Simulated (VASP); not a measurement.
**Sc: relaxation of cell and atoms with PBE**

Crystal: Sc.

```
CELL_PARAMETERS angstrom
5.59463 0.00000 0.00000
-2.79732 4.84509 0.00000
0.00000 0.00000 5.13033
ATOMIC_POSITIONS crystal
Sc 0.00000 0.50000 0.43441
Sc 0.50000 0.00000 0.43441
Sc 0.50000 0.50000 0.43441
Sc 0.33333 0.66667 0.66667
Sc 0.66667 0.33333 0.66667
```

* Program: VASP 6.6.1
* Task: relaxation of cell and atoms
* Functional: PBE
* Potentials or basis: VASP PAW PBE potentials, release 64 (Sc_sv)
* Cutoff: 600 eV
* k mesh: 6 × 6 × 4
* Occupations: gaussian, width 0.1 eV
* Spin: no spin polarisation
* Dipole correction: no
* Further INCAR settings: ALGO = Normal; EDIFF = 1e-07; IBRION = 2; EDIFFG = -0.04; NSW = 90; ISIF = 3

The relaxed volume is 34.53 Å³/atom, the relaxed cell is a = 6.050 Å, b = 6.050 Å, c = 5.447 Å, α = 90.00°, β = 90.00°, γ = 120.00° and the space group after relaxing (to 0.05 Å) is P6/mmm (No. 191). The energy gained by relaxing is 2315.9 meV/atom and the ionic steps are 15. The pressure after relaxing is 0.0 GPa and the largest force after relaxing is 0.028 eV/Å.

Forces on the atoms (eV/Å):
```
Sc   0.000  0.000  0.018
Sc   0.000  0.000  0.018
Sc   0.000  0.000  0.018
Sc   0.000  0.000 -0.028
Sc   0.000  0.000 -0.028
```

The path:
```csv
step,energy change (eV),largest force (eV/Å),pressure (GPa),volume (Å³)
1,0.0000,6.8756,22.31,139.07
2,-8.3866,3.0912,0.06,231.68
3,-8.6978,2.0678,-1.89,250.83
4,-9.7856,1.0717,-3.10,237.34
5,-10.5015,0.3386,-4.07,221.80
6,-10.6990,0.0129,-2.77,190.63
7,-10.7906,0.0350,-3.89,203.59
8,-11.3846,0.1199,1.33,162.05
9,-11.3986,0.0543,0.42,166.69
10,-11.5570,0.0669,0.48,168.35
11,-11.5714,0.0730,0.61,168.85
12,-11.5715,0.0738,0.63,168.92
13,-11.5790,0.0400,-0.12,173.23
14,-11.5792,0.0445,-0.03,172.66
15,-11.5795,0.0275,-0.02,172.63
```

Final structure:
```
CELL_PARAMETERS angstrom
6.04963 0.00000 0.00000
-3.02482 5.23914 0.00000
0.00000 0.00000 5.44667
ATOMIC_POSITIONS crystal
Sc 0.00000 0.50000 0.32675
Sc 0.50000 0.00000 0.32675
Sc 0.50000 0.50000 0.32675
Sc 0.33333 0.66667 0.82815
Sc 0.66667 0.33333 0.82815
```

Levels at points of the mesh, in eV from the Fermi level:
```tsv
k point	band 26	band 27	band 28	band 29	band 30	band 31
(0.00, 0.00, 0.00)	-0.38	-0.29	0.04	0.04	0.06	0.06
(0.50, 0.00, 0.00)	-0.31	-0.18	-0.12	0.04	0.11	0.27
(0.00, 0.00, 0.50)	-0.64	-0.15	-0.15	0.50	0.50	0.52
(0.50, 0.00, 0.50)	-0.65	0.06	0.18	0.21	0.31	0.42
```

It took 15 min on 1 thread of Intel(R) Xeon(R) Platinum 8559C (Emerald Rapids), with other jobs on the host, peak memory 0.36 GiB.

Caveat: the volume moved by over 15 % at a fixed basis, so the end points are rough.
